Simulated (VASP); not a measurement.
Re:

```
CELL_PARAMETERS angstrom
2.76639 0.00000 0.00000
-1.38319 2.39576 0.00000
0.00000 0.00000 8.93885
ATOMIC_POSITIONS crystal
Re 0.66667 0.33333 0.75000
Re 0.00000 0.00000 0.50000
Re 0.33333 0.66667 0.25000
Re 0.00000 0.00000 0.00000
```

```yaml
Program: VASP 6.6.1
Task: relaxation of cell and atoms
Functional: BLYP
Potentials_or_basis: VASP PAW PBE potentials, release 64 (Re_sv_GW)
Cutoff: 560 eV
k_mesh: 8 × 8 × 3
Occupations: fermi-dirac, width 0.05 eV
Spin: no spin polarisation
```

At the start: pressure 17.3 GPa; volume 14.81 Å³/atom.

Task: Where does the relaxation end?

Result: Over 9 steps the energy falls by 37.1 meV/atom and the volume is 15.52 Å³/atom (+4.8 %); space group P6_3/mmc (No. 194, to 0.1 Å) before and after.

Step by step:
```tsv
step	energy change (eV)	largest force (eV/Å)	pressure (GPa)	volume (Å³)
1	0.0000	0.0000	17.29	59.24
2	1.5604	0.0000	-38.63	74.03
3	-0.1472	0.0000	-1.27	62.32
4	-0.1481	0.0000	-0.13	62.11
5	-0.1481	0.0000	0.08	62.05
6	-0.1482	0.0000	0.26	62.03
7	-0.1484	0.0000	0.23	62.04
8	-0.1482	0.0000	-0.60	62.19
9	-0.1484	0.0000	0.00	62.08
```

Final structure:
```xyz
4
Lattice="2.8146 0.0000 0.0000 -1.4073 2.4375 0.0000 0.0000 0.0000 9.0494" Properties=species:S:1:pos:R:3 pbc="T T T"
Re    1.4073    0.8125    6.7870
Re    0.0000    0.0000    4.5247
Re    0.0000    1.6250    2.2623
Re    0.0000    0.0000    0.0000
```

Caveat: the PAW data sets were made with another functional, which shifts forces and pressure a little.
